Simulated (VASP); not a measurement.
Input of a VASP 6.6.1 run:

The input INCAR:

```
SYSTEM = KF
PREC = Accurate
ENCUT = 520
EDIFF = 1E-6
ISMEAR = 0
SIGMA = 0.05
LREAL = .FALSE.
LASPH = .TRUE.
NELM = 80
ALGO = Normal
ISIF = 2
LWAVE = .FALSE.
LCHARG = .TRUE.
GGA = PS
LELF = .TRUE.
LVHAR = .TRUE.
NBANDS = 15
```

Contents of KPOINTS:

```
regular mesh
0
G
  8 8 8
  0 0 0
```

Contents of POSCAR:

```
KF
1.0
    2.9982386000      0.0000000000      0.0000000000
    0.0000000000      2.9982386000      0.0000000000
    0.0000000000      0.0000000000      3.3893132000
K F
1 1
Direct
    0.0000000000      0.0000000000      0.0000000000
    0.5000000000      0.5000000000      0.5000000000
```

Potentials or basis: VASP PAW PBE potentials, release 64 (K_sv, F).

Command:

```console
$ cat potpaw_PBE.64/K_sv/POTCAR potpaw_PBE.64/F/POTCAR > POTCAR
$ mpirun -np 1 vasp_std > vasp.out
```

(1) Estimate the pressure.

(2) Estimate the band gap on the k mesh.

Answers

(1) 2.4 GPa.

(2) 6.69 eV, indirect (least direct gap 6.73 eV).

Caveat: the cell differs from its parent crystal (strain -0.080 along x and y, +0.040 along z); the PAW data sets were made with another functional, which shifts forces and pressure a little.
